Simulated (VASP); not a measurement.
## SiC: single point with r2SCAN

Crystal: SiC.

```
CELL_PARAMETERS angstrom
6.15071 0.00000 0.00000
-3.07536 5.32667 0.00000
0.00000 0.00000 5.04811
ATOMIC_POSITIONS crystal
Si 0.15532 0.31607 0.48981
Si 0.33086 0.16788 0.99678
Si 0.16340 0.84409 0.50366
Si 0.33970 0.67760 0.99401
Si 0.66772 0.33684 0.50369
Si 0.84370 0.16486 0.00427
Si 0.66480 0.82238 0.50886
Si 0.83587 0.67388 0.00043
C 0.17660 0.32334 0.85414
C 0.31603 0.15919 0.37116
C 0.16179 0.82602 0.87402
C 0.34307 0.67037 0.37512
C 0.67226 0.34410 0.88543
C 0.81933 0.15865 0.37371
C 0.67123 0.83800 0.87921
C 0.83646 0.67188 0.37930
```

- Program: VASP 6.6.1
- Task: single point
- Functional: r2SCAN
- Potentials or basis: VASP PAW PBE potentials, release 64 (Si, C)
- Cutoff: 520 eV
- k mesh: 3 × 3 × 4
- Occupations: fermi-dirac, width 0.052 eV
- Spin: no spin polarisation

```
Pressure               : 1.2 GPa
Largest force          : 3.074 eV/Å
Band gap on the k mesh : 2.40 eV, indirect (least direct gap 2.80 eV)
```

Forces on the atoms (eV/Å):
```
Si  -0.918  2.268  0.007
Si   1.391 -0.577  0.171
Si   1.664 -1.992 -0.422
Si   0.414 -1.628  0.615
Si  -0.486 -0.338 -0.107
Si  -1.071  0.971 -0.792
Si  -0.750  1.135 -0.734
Si   0.074 -0.619  0.683
C   -2.016  1.369  1.874
C    1.878  1.001 -0.384
C    0.145  1.324  0.072
C   -1.630 -0.984 -0.093
C    0.448 -1.317 -0.654
C    0.861  0.232  0.494
C   -0.102 -0.097 -0.373
C    0.097 -0.749 -0.357
```

Stress tensor (GPa, compression positive):
```
 2.03 -1.29  0.25
-1.29  0.50 -0.28
 0.25 -0.28  1.12
```

Levels at points of the mesh, in eV from the valence-band top:
| k point | band 30 | band 31 | band 32 | band 33 | band 34 | band 35 |
| --- | --- | --- | --- | --- | --- | --- |
| (0.00, 0.00, 0.00) | -0.31 | -0.22 | 0.00 | 2.80 | 3.13 | 3.26 |
| (0.00, 0.00, 0.50) | -0.88 | -0.80 | -0.69 | 3.25 | 3.32 | 3.50 |

Wall time 9.5 min on 1 thread of Intel Xeon 6975P-C, on a shared host, peak memory 0.34 GiB.

Caveat: the PAW data sets were made with another functional, which shifts forces and pressure a little. A k mesh can miss the band edges.
